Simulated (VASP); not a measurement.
HPb32Se32 (a cell with a defect): single point with r2SCAN

HPb32Se32 (a cell with a defect):

```
Se Pb H
1.0
    12.20000    0.00000    0.00000
     0.00000   12.20000    0.00000
     0.00000    0.00000   12.20000
Se Pb H
32 32 1
Direct
  0.24937 0.99655 0.00010
  0.25210 0.99389 0.50009
  0.24715 0.49687 0.99996
  0.24022 0.49514 0.50014
  0.74906 0.99878 0.00022
  0.75084 0.00568 0.50007
  0.74675 0.49917 0.00011
  0.73725 0.50867 0.50013
  0.99802 0.24789 0.00009
  0.99719 0.24877 0.50009
  0.99925 0.74783 0.00009
  0.00599 0.74792 0.49998
  0.49808 0.24665 0.00011
  0.49803 0.23990 0.50025
  0.49929 0.74661 0.00021
  0.50352 0.74241 0.50024
  0.99931 0.99755 0.25055
  0.00016 0.99843 0.74972
  0.99566 0.49801 0.25015
  0.99645 0.49893 0.74919
  0.49945 0.99513 0.25080
  0.50047 0.99615 0.74930
  0.49544 0.49554 0.25054
  0.49643 0.49667 0.74800
  0.24754 0.24577 0.25047
  0.24839 0.24664 0.74963
  0.24983 0.74545 0.25091
  0.25080 0.74649 0.74943
  0.74702 0.24945 0.25099
  0.74795 0.25024 0.75002
  0.74933 0.74947 0.25226
  0.75042 0.75046 0.74974
  0.99966 0.99862 0.00036
  0.00396 0.00190 0.50047
  0.99602 0.49712 0.99929
  0.98980 0.49638 0.49928
  0.49934 0.99737 0.00027
  0.50438 0.00148 0.50055
  0.49645 0.49532 0.99852
  0.48191 0.47567 0.49788
  0.24718 0.24614 0.99968
  0.24397 0.24189 0.49960
  0.24842 0.74648 0.99982
  0.24437 0.74152 0.49951
  0.74872 0.24980 0.00074
  0.74947 0.25608 0.50081
  0.75048 0.74934 0.00149
  0.77016 0.76395 0.50195
  0.24915 0.99557 0.24936
  0.25024 0.99671 0.75074
  0.24461 0.49497 0.24763
  0.24586 0.49611 0.75123
  0.74977 0.00000 0.24882
  0.75084 0.00118 0.75243
  0.74539 0.49960 0.24985
  0.74619 0.50052 0.75018
  0.99696 0.24749 0.24850
  0.99832 0.24890 0.75160
  0.99929 0.74760 0.24670
  0.00086 0.74869 0.75357
  0.49715 0.24487 0.24652
  0.49824 0.24662 0.75343
  0.49928 0.74557 0.24442
  0.50012 0.74669 0.75584
  0.59268 0.65323 0.50042
```

```yaml
Program: VASP 6.6.1
Task: single point
Functional: r2SCAN
Potentials_or_basis: VASP PAW PBE potentials, release 64 (Se, Pb_d, H)
Cutoff: 440 eV
k_mesh: 1 × 1 × 1, shifted
Occupations: fermi-dirac, width 0.05 eV
Spin: no spin polarisation
Dipole_correction: no
Charge: 1
Further_INCAR_settings: LREAL = Auto; ALGO = Normal; EDIFF = 1e-06; NBANDS = 358; ISYM = -1; NELECT = 640.0
```

| Quantity | Value |
| --- | --- |
| Largest force | 0.405 eV/Å |

Forces in eV/Å, atoms in the order of the input:
```
Se  -0.001  0.000  0.000
Se  -0.012  0.011  0.000
Se  -0.003 -0.004 -0.001
Se  -0.011 -0.004 -0.005
Se   0.003  0.002  0.000
Se   0.003  0.012  0.003
Se   0.001 -0.002  0.000
Se   0.029 -0.029 -0.001
Se   0.001  0.000  0.000
Se   0.004 -0.005  0.000
Se   0.001  0.002  0.001
Se   0.010  0.003  0.001
Se  -0.002 -0.001 -0.001
Se  -0.003 -0.011 -0.002
Se   0.000 -0.001 -0.002
Se   0.272 -0.274 -0.001
Se   0.000  0.002 -0.001
Se   0.001  0.001  0.003
Se   0.001 -0.005 -0.004
Se   0.001 -0.005  0.005
Se  -0.001  0.002 -0.004
Se  -0.004  0.002  0.005
Se   0.000 -0.004 -0.006
Se  -0.003 -0.005  0.004
Se  -0.002 -0.002 -0.003
Se  -0.002 -0.001  0.002
Se  -0.002  0.004 -0.005
Se  -0.003  0.002  0.004
Se   0.004 -0.001 -0.004
Se   0.004  0.000  0.005
Se   0.005  0.004 -0.007
Se   0.001  0.002  0.003
Pb   0.000  0.000 -0.001
Pb   0.002  0.005 -0.001
Pb   0.001  0.001  0.001
Pb   0.005  0.005  0.003
Pb  -0.001  0.002  0.000
Pb  -0.005  0.021 -0.002
Pb   0.004  0.005  0.004
Pb   0.009 -0.012  0.010
Pb   0.001  0.002  0.002
Pb  -0.005 -0.003  0.003
Pb   0.000  0.004  0.001
Pb  -0.021  0.002  0.003
Pb  -0.002  0.000 -0.002
Pb  -0.003 -0.007 -0.003
Pb  -0.003 -0.004 -0.004
Pb   0.016 -0.010 -0.005
Pb   0.002  0.000  0.001
Pb   0.000  0.002  0.000
Pb   0.002  0.004  0.000
Pb   0.001  0.002  0.000
Pb  -0.001 -0.001  0.001
Pb  -0.004  0.000 -0.002
Pb  -0.002  0.003  0.009
Pb  -0.002  0.001 -0.007
Pb   0.001  0.004  0.002
Pb  -0.002  0.000 -0.002
Pb   0.001 -0.001 -0.001
Pb  -0.002 -0.003  0.001
Pb   0.002  0.001 -0.004
Pb   0.001 -0.001  0.002
Pb  -0.002  0.000 -0.012
Pb   0.003 -0.001  0.013
H   -0.287  0.286  0.000
```

Levels at points of the mesh, in eV from the Fermi level:
| k point | band 317 | band 318 | band 319 | band 320 | band 321 | band 322 | band 323 | band 324 |
| --- | --- | --- | --- | --- | --- | --- | --- | --- |
| (0.25, 0.25, 0.25) | -0.87 | -0.86 | -0.84 | -0.82 | 0.77 | 1.00 | 1.11 | 1.13 |

Run time: 28 min on 4 MPI ranks on Intel(R) Xeon(R) Platinum 8259CL CPU @ 2.50GHz (Skylake/Cascade Lake), on a shared host, peak memory 0.58 GiB a rank.

Caveat: the cell carries a net charge on a neutralising background, which shifts energy and pressure; the cell is charged against a uniform background, so pressure and absolute levels hang on convention; the PAW data sets were made with another functional, which shifts forces and pressure a little; spin-orbit coupling is left out, which moves the levels of the heavy elements.
